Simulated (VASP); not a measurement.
The system is SiGe5.

```
CELL_PARAMETERS angstrom
3.97400 0.00000 0.00000
-1.98700 3.44158 0.00000
0.00000 0.00000 19.46800
ATOMIC_POSITIONS crystal
Si 0.33333 0.66667 0.02083
Si 0.66667 0.33333 0.97917
Ge 0.66667 0.33333 0.85417
Ge 0.33333 0.66667 0.14583
Ge 0.00000 0.00000 0.81250
Ge 0.00000 0.00000 0.68750
Ge 0.00000 0.00000 0.18750
Ge 0.00000 0.00000 0.31250
Ge 0.33333 0.66667 0.52083
Ge 0.66667 0.33333 0.47917
Ge 0.66667 0.33333 0.35417
Ge 0.33333 0.66667 0.64583
```

| Property | Result |
| --- | --- |
| Program | VASP 6.6.1 |
| Task | relaxation of cell and atoms |
| Functional | PBE |
| Potentials or basis | VASP PAW PBE potentials, release 64 (Si, Ge_d) |
| Cutoff | 600 eV |
| k mesh | 5 × 5 × 1 |
| Occupations | gaussian, width 0.2 eV |
| Spin | no spin polarisation |

At the start: pressure 3.3 GPa; volume 22.19 Å³/atom.

Problem. How do energy, volume and symmetry change on relaxing?

Solution. Over 8 steps the energy falls by 15.6 meV/atom and the volume is 23.30 Å³/atom (+5.0 %); space group P-3m1 (No. 164, to 0.1 Å) before and after.

Step by step:
```tsv
step	energy change (eV)	largest force (eV/Å)	pressure (GPa)	volume (Å³)
1	0.0000	0.4344	3.28	266.26
2	-0.1452	0.2009	-0.96	284.16
3	-0.1543	0.2436	-0.17	280.39
4	-0.1671	0.1927	-0.11	280.02
5	-0.1774	0.1558	0.04	279.32
6	-0.1828	0.1197	-0.01	279.44
7	-0.1828	0.1230	0.00	279.46
8	-0.1876	0.0794	-0.03	279.56
```

Final structure:
```cif
data_structure
_symmetry_space_group_name_H-M 'P 1'
_symmetry_Int_Tables_number 1
_cell_length_a 4.0533
_cell_length_b 4.0533
_cell_length_c 19.6490
_cell_angle_alpha 90.000
_cell_angle_beta 90.000
_cell_angle_gamma 120.000
_cell_volume 279.56
loop_
_atom_site_label
_atom_site_type_symbol
_atom_site_fract_x
_atom_site_fract_y
_atom_site_fract_z
_atom_site_occupancy
Si1 Si 0.33333 0.66667 0.01827 1
Si2 Si 0.66667 0.33333 0.98173 1
Ge1 Ge 0.66667 0.33333 0.85788 1
Ge2 Ge 0.33333 0.66667 0.14212 1
Ge3 Ge 0.00000 0.00000 0.81511 1
Ge4 Ge 0.00000 0.00000 0.68830 1
Ge5 Ge 0.00000 0.00000 0.18489 1
Ge6 Ge 0.00000 0.00000 0.31170 1
Ge7 Ge 0.33333 0.66667 0.52058 1
Ge8 Ge 0.66667 0.33333 0.47942 1
Ge9 Ge 0.66667 0.33333 0.35356 1
Ge10 Ge 0.33333 0.66667 0.64644 1
```

Caveat: the k points lie up to 0.36 Å⁻¹ apart in the final cell; the relaxation stopped at a loose force limit of 0.08 eV/Å, so its end isn't a converged minimum.
